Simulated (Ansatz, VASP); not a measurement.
# One calculation of YLuAs2, two programs

```
Y As Lu
1.0
     4.06925    0.00000    0.00000
     0.00000    4.06925    0.00000
     0.00000    0.00000    5.74909
Y As Lu
1 2 1
Direct
  0.00000 0.00000 0.00000
  0.00000 0.00000 0.50000
  0.50000 0.50000 0.00000
  0.50000 0.50000 0.50000
```

Alike in both runs: task single point; functional PBE; k mesh 4 × 4 × 4; occupations fermi-dirac, width 0.02 eV; no spin polarisation.

|  | VASP | Ansatz |
| --- | --- | --- |
| version | VASP 6.6.1 | Ansatz 0.2.0 |
| potentials or method | VASP PAW PBE potentials, release 64 (Y_sv, As, Lu) | plane waves |
| plane-wave cutoff (eV) | 520 | 420 |
| valence electrons in the cell | 46 | 66 |

|  | VASP | Ansatz | Ansatz less VASP |
| --- | --- | --- | --- |
| pressure (GPa) | 0.4 | 0.2 | -0.18 |

VASP's potentials hold 46 valence electrons a cell and Ansatz's 66, so a difference there can come from the potentials and not from the codes.

The k mesh is coarse, so the values compare programs but aren't converged. Neither program's run includes spin-orbit coupling.
